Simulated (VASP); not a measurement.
# ZnCd2Te3 (P4/mmm) in VASP: notebook

ZnCd2Te3 is run at these levels: PBE; tasks: single point, relaxation of cell and atoms.

Everything below comes from runs of VASP 6.6.1. Logs are shortened: lines on timing, memory, paths and dates and some standing lists are left out, and cuts for length are marked.

### Step 1. The cell of the first run

It takes space group P4/mmm (No. 123, tetragonal). Conventional cell: a = 4.528 Å, b = 4.528 Å, c = 8.412 Å, α = 90.00°, β = 90.00°, γ = 90.00°. Within 2.4 Å of Zn (site symmetry 4/mmm) lie 2 Te at 1.80 Å and 4 Cd at 2.26 Å. Cd (site symmetry mmm) has 2 Zn at 2.26 Å and 4 Te at 2.89 Å within 3.0 Å. Te (site symmetry 4mm) has 1 Zn at 1.80 Å and 1 Te at 2.41 Å within 2.5 Å. Te (site symmetry 4/mmm) has 2 Te at 2.41 Å within 3.2 Å.

The cell was generated, and may not be a known phase.

### Step 2. Single point, PBE

The input, INCAR:

```
SYSTEM = ZnCd2Te3
ALGO = Normal
EDIFF = 1E-6
ENCUT = 520
GGA = PE
ISIF = 2
ISMEAR = 0
LASPH = .TRUE.
LCHARG = .FALSE.
LREAL = .FALSE.
LWAVE = .FALSE.
NBANDS = 36
NELM = 80
PREC = Accurate
SIGMA = 0.1
```

The input, KPOINTS:

```
k-points
0
G
  4 4 2
  0 0 0
```

The input, POSCAR:

```
ZnCd2Te3
1.0
    4.5280648100      0.0000000000      0.0000000000
    0.0000000000      4.5280648100      0.0000000000
    0.0000000000      0.0000000000      8.4117955700
Zn Cd Te
1 2 3
Direct
    0.5000000000      0.5000000000      0.0000000000
    0.5000000000      0.0000000000      0.0000000000
    0.0000000000      0.5000000000      0.0000000000
    0.5000000000      0.5000000000      0.2140307300
    0.5000000000      0.5000000000      0.7859692700
    0.5000000000      0.5000000000      0.5000000000
```

Potentials or basis: VASP PAW PBE potentials, release 64 (Zn, Cd, Te).

Started as:

```
cat potpaw_PBE.64/Zn/POTCAR potpaw_PBE.64/Cd/POTCAR potpaw_PBE.64/Te/POTCAR > POTCAR
mpirun -np 1 vasp_std > vasp.out
```

OUTCAR:

```text
SYSTEM = ZnCd2Te3
   EDIFF = 1E-6
   ENCUT = 520
   GGA = PE
   ISIF = 2
   ISMEAR = 0
   LASPH = .TRUE.
   LREAL = .FALSE.
   NELM = 80
   PREC = Accurate

 ion  position               nearest neighbor table
   1  0.500  0.500  0.000-   4 1.80   5 1.80   2 2.26   3 2.26   2 2.26   3 2.26
   2  0.500  0.000  0.000-   1 2.26   1 2.26   5 2.89   4 2.89   4 2.89   5 2.89   3 3.20   3 3.20
                             3 3.20   3 3.20
   3  0.000  0.500  0.000-   1 2.26   1 2.26   5 2.89   4 2.89   4 2.89   5 2.89   2 3.20   2 3.20
                             2 3.20   2 3.20
   4  0.500  0.500  0.214-   1 1.80   6 2.41   3 2.89   2 2.89   2 2.89   3 2.89   5 3.60
   5  0.500  0.500  0.786-   1 1.80   6 2.41   3 2.89   2 2.89   2 2.89   3 2.89   4 3.60
   6  0.500  0.500  0.500-   4 2.41   5 2.41

  LATTYP: Found a simple tetragonal cell.
 ALAT       =     4.5280648100
 C/A-ratio  =     1.8577021140

  Lattice vectors:

 A1 = (   4.5280648100,   0.0000000000,   0.0000000000)
 A2 = (   0.0000000000,   4.5280648100,   0.0000000000)
 A3 = (   0.0000000000,   0.0000000000,   8.4117955700)

Analysis of symmetry for initial positions (statically):
=====================================================================
 Subroutine PRICEL returns:
 Original cell was already a primitive cell.

 Routine SETGRP: Setting up the symmetry group for a
 simple tetragonal supercell.

 Subroutine GETGRP returns: Found 16 space group operations
 (whereof 16 operations were pure point group operations)
 out of a pool of 16 trial point group operations.

The static configuration has the point symmetry D_4h.

Analysis of symmetry for dynamics (positions and initial velocities):
=====================================================================
 Subroutine PRICEL returns:
 Original cell was already a primitive cell.

 Routine SETGRP: Setting up the symmetry group for a
 simple tetragonal supercell.

 Subroutine GETGRP returns: Found 16 space group operations
 (whereof 16 operations were pure point group operations)
 out of a pool of 16 trial point group operations.

The dynamic configuration has the point symmetry D_4h.

 Subroutine INISYM returns: Found 16 space group operations
 (whereof 16 operations are pure point group operations),
 and found     1 'primitive' translations

[... 90 lines left out ...]
   LREAL  =      F    real-space projection
   EDIFFG = 0.1E-04   stopping-criterion for IOM
   NSW    =      0    number of steps for IOM
   IBRION =     -1    ionic relax: 0-MD 1-quasi-New 2-CG
   NFREE  =      0    steps in history (QN), initial steepest desc. (CG)
   ISIF   =      2    stress and relaxation
   ISYM   =      2    0-nonsym 1-usesym 2-fastsym
   POTIM  = 0.5000    time-step for ionic-motion
   TEBEG  =    0.0;   TEEND  =   0.0 temperature during run
   PSTRESS=    0.0 pullay stress
   NELECT =      54.0000    total number of electrons
   NUPDOWN=      -1.0000    fix difference up-down
   EMIN   =  10.00;   EMAX   =-10.00  energy-range for DOS
   EFERMI =   0.00;   METHOD = LEGACY
   ISMEAR =     0;   SIGMA  =   0.10  broadening in eV -4-tet -1-fermi 0-gaus
   EFERMI_NEDOS =   21; number of points for ismear=-14 and -15
   IALGO  =     38    algorithm
   IMIX   =      4    mixing-type and parameters
     AMIX     =   0.40;   BMIX     =  1.00
     AMIX_MAG =   1.60;   BMIX_MAG =  1.00
  volume/ion in A,a.u.               =      28.75       193.98
  Fermi-wavevector in a.u.,A,eV,Ry     =   1.111650  2.100714 16.813615  1.235766
  Thomas-Fermi vector in A             =   2.248216
   LORBIT       =      0    0 simple, 1 ext, 2 COOP (PROOUT), +10 PAW based schemes
   GGA     = PE    functional components
   LHFCALC =     F    Hartree Fock is set to
   AEXX    =    0.0000 exact exchange contribution
   IVDW    =     0    specifies the selected vdW correction
   LEPSILON=     F    determine dielectric tensor
   LRPA    =     F    only Hartree local field effects (RPA)
 non-spin polarized calculation
 Gauss-broadening in eV      SIGMA  =   0.10
  energy-cutoff  :      520.00
  volume of cell :      172.47
 maximum number of plane-waves:      4680
 NGX is ok and might be reduce to    36
   NGX = 17   NGY = 17   NGZ = 31

 number of electron      54.0000020 magnetization

 Free energy of the ion-electron system (eV)
  ---------------------------------------------------
  ext. energy  EPLUGINS =         0.00000000
  ---------------------------------------------------
  free energy    TOTEN  =        10.11820069 eV

  energy without entropy =       10.13615178  energy(sigma->0) =       10.12717623

 E-fermi :   4.7680     XC(G=0):  -8.7674

 val. band max:        4.7638405040   @ k =   0.0000   0.0000   0.5000
 cond. band min:       4.8119594798   @ k =   0.2500   0.0000   0.5000
 fundamental gap:      0.0481189758
 Fermi energy:         4.7680161928

 k-point     1 :       0.0000    0.0000    0.0000
  band No.  band energies     occupation
      1     -12.2244      2.00000
      2      -9.3434      2.00000
      3      -9.3113      2.00000
      4      -8.9606      2.00000
      5      -8.9606      2.00000
      6      -8.6914      2.00000
[... 457 lines left out ...]
     35      11.4581      0.00000
     36      11.6294      0.00000

------------------------ aborting loop because EDIFF is reached ----------------------------------------

  FORCE on cell =-STRESS in cart. coord.  units (eV):
  Direction    XX          YY          ZZ          XY          YZ          ZX
  --------------------------------------------------------------------------------------
  -------------------------------------------------------------------------------------
  Total       25.7402635     25.7402635    147.4713392      0.0000000     -0.0000000      0.0000000
  in kB      239.1165257    239.1165257   1369.9484598      0.0000000     -0.0000000      0.0000000
  external PRESSURE =     616.0605038 kB  Pullay stress =       0.0000000 kB

 VOLUME and BASIS-vectors are now :
 -----------------------------------------------------------------------------
  energy-cutoff  :      520.00
  volume of cell :      172.47
      direct lattice vectors                 reciprocal lattice vectors
     4.528064810  0.000000000  0.000000000     0.220844896  0.000000000  0.000000000
     0.000000000  4.528064810  0.000000000     0.000000000  0.220844896  0.000000000
     0.000000000  0.000000000  8.411795570     0.000000000  0.000000000  0.118880683

 POSITION                                       TOTAL-FORCE (eV/Angst)
 -----------------------------------------------------------------------------------
      2.26403      2.26403      0.00000         0.000000      0.000000      0.000000
      2.26403      0.00000      0.00000         0.000000      0.000000      0.000000
      0.00000      2.26403      0.00000         0.000000      0.000000      0.000000
      2.26403      2.26403      1.80038         0.000000     -0.000000     23.056224
      2.26403      2.26403      6.61141         0.000000      0.000000    -23.056224
      2.26403      2.26403      4.20590         0.000000      0.000000      0.000000
 -----------------------------------------------------------------------------------
    total drift:                                0.000000      0.000000     -0.000000

  FREE ENERGIE OF THE ION-ELECTRON SYSTEM (eV)
  ---------------------------------------------------
  free  energy   TOTEN  =        10.1182006910 eV

  energy  without entropy=       10.1361517781  energy(sigma->0) =       10.12717623
```

stdout:

```text
POSCAR found type information on POSCAR ZnCdTe
 POSCAR found :  3 types and       6 ions
 scaLAPACK will be used
 LDA part: xc-table for (Slater+PW92), standard interpolation
 POSCAR, INCAR and KPOINTS ok, starting setup
 FFT: planning ... GRIDC
 FFT: planning ... GRID_SOFT
 FFT: planning ... GRID
 WAVECAR not read
 entering main loop
```

Run time: 42 s. Hardware: 1 thread of Intel Xeon 6975P-C (Granite Rapids), shared host; peak memory 0.3 GiB.

What came out:

```yaml
Free_energy: 10.1182 eV
Pressure: 61.6 GPa
Largest_force: 23.056 eV/Å
Band_gap_on_the_k_mesh: zero (bands 27 and 28 overlap by 0.72 eV)
```

Forces in eV/Å, atoms in the order of the input:
```
Zn    0.000   0.000   0.000
Cd    0.000   0.000   0.000
Cd    0.000   0.000   0.000
Te    0.000   0.000  23.056
Te    0.000   0.000 -23.056
Te    0.000   0.000   0.000
```

Levels at points of the mesh, in eV from the Fermi level:
```tsv
k point	band 24	band 25	band 26	band 27	band 28	band 29	band 30	band 31
(0.00, 0.00, 0.00)	-2.29	-2.05	-2.05	-0.53	-0.39	1.29	2.26	2.62
(0.50, 0.00, 0.00)	-3.54	-2.20	-1.71	-0.18	1.01	2.36	2.40	3.30
(0.50, 0.50, 0.00)	-4.30	-3.15	-3.15	-2.04	1.84	1.84	3.12	3.37
(0.00, 0.00, 0.50)	-1.74	-1.36	-0.51	0.00	0.00	0.99	1.07	1.07
(0.50, 0.00, 0.50)	-1.91	-1.41	-0.74	-0.69	0.09	1.53	1.77	2.14
(0.50, 0.50, 0.50)	-2.03	-1.73	-1.73	-1.06	-0.03	-0.03	1.12	2.40
```

Caveat: the k points lie up to 0.37 Å⁻¹ apart, too coarse for converged energies and pressures of a metal; atoms lie so close that the PAW spheres overlap strongly, which falsifies energies and pressures; semilocal functionals underestimate gaps, and a narrow one can read as zero; spin-orbit coupling is left out, which moves the levels of the heavy elements; forces of over 1 eV/Å act on the atoms, so gaps and moduli don't describe the material at rest.

### Step 3. Single point, PBE

This run uses another cell than the first one, of 49.84 Å³/atom.

The input, INCAR:

```
SYSTEM = ZnCd2Te3
PREC = Accurate ; ENCUT = 520
EDIFF = 1E-6 ; ISMEAR = 0
SIGMA = 0.1 ; LREAL = .FALSE.
LASPH = .TRUE. ; NELM = 60
ALGO = Normal ; ISIF = 2
LWAVE = .FALSE. ; LCHARG = .FALSE.
GGA = PE ; NBANDS = 36
```

The input, KPOINTS:

```
Automatic mesh
0
G
  4 4 2
  0 0 0
```

The input, POSCAR:

```
ZnCd2Te3
1.0
    5.2435958971      0.0000000000      0.0000000000
    0.0000000000      5.2435958971      0.0000000000
    0.0000000000      0.0000000000     10.8751506583
Zn Cd Te
1 2 3
Direct
    0.5000000000      0.5000000000      0.0000000000
    0.5000000000      0.0000000000      0.0000000000
    0.0000000000      0.5000000000      0.0000000000
    0.5000000000      0.5000000000      0.2448402916
    0.5000000000      0.5000000000      0.7551597084
    0.5000000000      0.5000000000      0.5000000000
```

Potentials or basis: VASP PAW PBE potentials, release 64 (Zn, Cd, Te).

Started as:

```
cat potpaw_PBE.64/Zn/POTCAR potpaw_PBE.64/Cd/POTCAR potpaw_PBE.64/Te/POTCAR > POTCAR
mpirun -np 1 vasp_std > vasp.out
```

It took 73 s on 1 thread of Intel Xeon 6975P-C (Granite Rapids), shared host; peak memory 0.42 GiB.

Results (log left out):

```
Free energy            : -9.8774 eV
Pressure               : 0.0 GPa
Largest force          : 0.004 eV/Å
Band gap on the k mesh : zero (bands 27 and 28 overlap by 0.84 eV)
```

Forces in eV/Å, atoms in the order of the input:
```
Zn   0.000  0.000  0.000
Cd   0.000  0.000  0.000
Cd   0.000  0.000  0.000
Te   0.000  0.000 -0.004
Te   0.000  0.000  0.004
Te   0.000  0.000  0.000
```

Levels at points of the mesh, in eV from the Fermi level:
| k point | band 25 | band 26 | band 27 | band 28 | band 29 | band 30 |
| --- | --- | --- | --- | --- | --- | --- |
| (0.00, 0.00, 0.00) | -0.60 | -0.60 | -0.11 | -0.01 | 1.42 | 1.42 |
| (0.50, 0.00, 0.00) | -0.84 | -0.32 | 0.09 | 0.38 | 1.86 | 2.01 |
| (0.50, 0.50, 0.00) | -1.59 | -1.59 | 0.32 | 0.52 | 0.52 | 1.59 |
| (0.00, 0.00, 0.50) | -1.67 | -0.01 | 0.29 | 0.29 | 0.89 | 0.89 |
| (0.50, 0.00, 0.50) | -1.42 | -0.65 | -0.44 | 0.34 | 1.09 | 1.45 |
| (0.50, 0.50, 0.50) | -1.43 | -0.45 | -0.45 | -0.35 | -0.35 | 0.32 |

Caveat: spin-orbit coupling is left out, which moves the levels of the heavy elements.

(Part 1 of 3 ends here.)

The gap in the log of VASP goes by the Fermi energy; the results here count the filled bands.